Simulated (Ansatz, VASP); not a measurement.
**One calculation of NaI, two programs**

Contents of INCAR:

```
  PREC = Accurate
  ENCUT = 500
  EDIFF = 1E-6
  ISMEAR = 0
  SIGMA = 0.01
  LREAL = F
  LASPH = T
  NELM = 120
  ALGO = Normal
  ISIF = 2
  LWAVE = F
  LCHARG = T
  LELF = T
  LVHAR = T
  NBANDS = 14
  GGA_COMPAT = F
```

File KPOINTS:

```
regular mesh
0
Gamma
  6 6 6
```

File POSCAR:

```
NaI
1.0
    0.0000000000      3.2364000000      3.2364000000
    3.2364000000      0.0000000000      3.2364000000
    3.2364000000      3.2364000000      0.0000000000
Na I
1 1
Direct
    0.0000000000      0.0000000000      0.0000000000
    0.5000000000      0.5000000000      0.5000000000
```

Input for Ansatz:

```yaml
crystal:
  lattice:
    - [0.0, 3.2364, 3.2364]
    - [3.2364, 0.0, 3.2364]
    - [3.2364, 3.2364, 0.0]
  atoms:
    - { symbol: Na, position: [0.0, 0.0, 0.0] }
    - { symbol: I, position: [0.5, 0.5, 0.5] }
kpoints:
  mp_grid: { grid: [6, 6, 6] }
scf:
  occupations: { method: fixed }
hamiltonian:
  xc: lda
  pseudopotentials: { kind: all_electron, lapw: { basis_error: 0.001 } }
output:
  forces: true
  stress: true
  eigenvalues: true
  eigenstates:
    nscf_kmesh: { grid: [12, 12, 12] }
    de_dk: true
    e_range: [-9, 13.33269]
  optics:
    e_range: [0, 25]
    de: 0.2
    sigma: 0.15
    bands: { spectra_wanted_up_to: 25 }
    nscf_kmesh: { grid: [12, 12, 12] }
checkpoint:
  write: ck
  write_wavefunctions: false
```

Alike in both runs: task single point; functional LDA; k mesh 6 × 6 × 6; no spin polarisation.

|  | VASP | Ansatz |
| --- | --- | --- |
| version | VASP 6.6.1 | Ansatz 0.2.0 |
| potentials or method | VASP PAW LDA potentials, release 64 (Na_pv, I), cutoff 500 eV | all-electron LAPW, scalar-relativistic |
| occupations | gaussian, width 0.01 eV | fixed |

```tsv
	VASP	Ansatz	Ansatz less VASP
gap on the k mesh at the Fermi level (eV)	3.35	3.33	-0.013
pressure (GPa)	-1.6	-1.6	-0.01
```

LDA's correlation is that of Perdew and Zunger in VASP and of Perdew and Wang (1992) in Ansatz. Ansatz ran all-electron here, and VASP with PAW potentials.

Neither program's run includes spin-orbit coupling.
